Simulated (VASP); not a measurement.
Wanted: the native input for a VASP 6.6.1 run.

| Quantity | Value |
| --- | --- |
| Task | relaxation of cell and atoms |
| Functional | PBEsol |
| Dispersion | D4 |
| Potentials or basis | VASP PAW PBE potentials, release 64 (Hf_pv) |
| Cutoff | 600 eV |
| k mesh | 10 × 10 × 5 |
| Occupations | fermi-dirac, width 0.05 eV |
| Spin | no spin polarisation |
| Dipole correction | no |
| Further INCAR settings | ALGO = Normal; EDIFF = 1e-06; IBRION = 2; EDIFFG = -0.01; NSW = 80; ISIF = 3 |

The structure of Hf lies in POSCAR:

```
Hf
1.0
    3.1967000000      0.0000000000      0.0000000000
   -1.5983500000      2.7684234083      0.0000000000
    0.0000000000      0.0000000000      5.0578000000
Hf
2
Direct
    0.6666666667      0.3333333333      0.7500000000
    0.3333333333      0.6666666667      0.2500000000
```

One way to write it, as run:

INCAR

```
SYSTEM = Hf
  ALGO = Normal
  EDIFF = 1E-6
  EDIFFG = -0.01
  ENCUT = 600
  GGA = PS
  IBRION = 2
  ISIF = 3
  ISMEAR = -1
  IVDW = 13
  LASPH = .True.
  LCHARG = .False.
  LREAL = .False.
  LWAVE = .False.
  NELM = 60
  NSW = 80
  PREC = Accurate
  SIGMA = 0.05
```

KPOINTS

```
k-points
0
Gamma
  10 10 5
  0 0 0
```

Potentials or basis: VASP PAW PBE potentials, release 64 (Hf_pv).

The run is started by

```sh
$ cat potpaw_PBE.64/Hf_pv/POTCAR > POTCAR
$ mpirun -np 1 vasp_std > vasp.out
```

Results of the run:

```json
{
  "Relaxed volume": "21.32 Å³/atom",
  "Relaxed cell": "a = 3.147 Å, b = 3.147 Å, c = 4.971 Å, α = 90.00°, β = 90.00°, γ = 120.00°",
  "Space group after relaxing (to 0.05 Å)": "P6_3/mmc (No. 194)",
  "Energy gained by relaxing": "17.5 meV/atom",
  "Ionic steps": "4",
  "Pressure after relaxing": "0.1 GPa",
  "Band gap on the k mesh": "zero (band 10 reaches 6.27 eV, above the bottom of band 11 at 4.75 eV)",
  "Dispersion energy per atom": "-0.128 eV"
}
```

Caveat: the PAW data sets were made with another functional, which shifts forces and pressure a little; spin-orbit coupling is left out, which moves the levels of the heavy elements; pairwise dispersion overbinds metals, which lowers pressure and volume.

It took 32 s on 1 thread of Intel(R) Xeon(R) 6975P-C (Granite Rapids) (shared host), peak memory 0.2 GiB.
